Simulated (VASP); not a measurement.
## Cs3Pr: single point with PBE

Crystal: Cs3Pr.

```
Cs Pr
1.0
     8.54771    0.00000    0.00000
    -4.27386    7.40254    0.00000
     0.00000    0.00000    4.15554
Cs Pr
3 1
Direct
  0.50000 0.00000 0.50000
  0.00000 0.50000 0.50000
  0.50000 0.50000 0.50000
  0.00000 0.00000 0.00000
```

The cell was built from a structure type or drawn by symmetry, and may not be a known phase.

- Program: VASP 6.6.1
- Task: single point
- Functional: PBE
- Potentials or basis: VASP PAW PBE potentials, release 64 (Cs_sv, Pr_3), 4f in core
- Cutoff: 500 eV
- k mesh: 3 × 3 × 4
- Occupations: gaussian, width 0.1 eV
- Spin: no spin polarisation

The pressure is 0.4 GPa. The band gap on the k mesh is zero (bands 19 and 20 overlap by 0.52 eV).

Stress tensor (GPa, compression positive):
```
 0.73  0.00  0.00
 0.00  0.73  0.00
 0.00  0.00 -0.18
```

Levels at points of the mesh, in eV from the Fermi level:
```csv
k point,band 17,band 18,band 19,band 20,band 21,band 22
"(0.00, 0.00, 0.00)",-2.47,-0.87,-0.42,-0.42,0.30,1.22
"(0.00, 0.00, 0.50)",-0.20,-0.04,0.01,0.03,0.03,0.41
```

Run time: 52 s on 1 thread of Intel(R) Xeon(R) 6975P-C (Granite Rapids) (shared host), peak memory 0.36 GiB.

Caveat: the k points lie up to 0.38 Å⁻¹ apart, too coarse for converged energies and pressures of a metal; spin-orbit coupling is left out, which moves the levels of the heavy elements; the 4f electrons are frozen in the core, so they carry no moment and show no levels. Spin polarisation is off, so any magnetic state and its effect on volume and gap are missing.
